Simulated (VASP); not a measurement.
KI, 2 atoms in the cell. Symmetry: Fm-3m, No. 225, cubic system. Conventional cell: a = 7.066 Å, b = 7.066 Å, c = 7.066 Å, α = 90.00°, β = 90.00°, γ = 90.00°. K (site symmetry m-3m) has 6 I at 3.53 Å within 4.6 Å. I (site symmetry m-3m) has 6 K at 3.53 Å within 4.6 Å. 

```yaml
Program: VASP 6.6.1
Task: relaxation of cell and atoms
Functional: PBE
Potentials_or_basis: VASP PAW PBE potentials, release 64 (K_sv, I)
Cutoff: 600 eV
k_mesh: 4 × 4 × 4
Occupations: gaussian, width 0.01 eV
Spin: no spin polarisation
Dipole_correction: no
Further_INCAR_settings: ALGO = Normal; EDIFF = 1e-06; IBRION = 2; EDIFFG = -0.005; NSW = 80; ISIF = 3
```

Potentials or basis: VASP PAW PBE potentials, release 64 (K_sv, I).

Launch:

```bash
$ cat potpaw_PBE.64/K_sv/POTCAR potpaw_PBE.64/I/POTCAR > POTCAR
$ mpirun -np 1 vasp_std > vasp.out
```

Hardware: 1 thread of Intel(R) Xeon(R) Platinum 8488C (Sapphire Rapids) (shared host).

Task: How long does it take, and how much memory?

Result: It took 47 s on 1 thread of Intel(R) Xeon(R) Platinum 8488C (Sapphire Rapids), with other jobs on the host, peak memory 0.25 GiB. Counts: scf iterations 35, k points 8, ion steps 4.
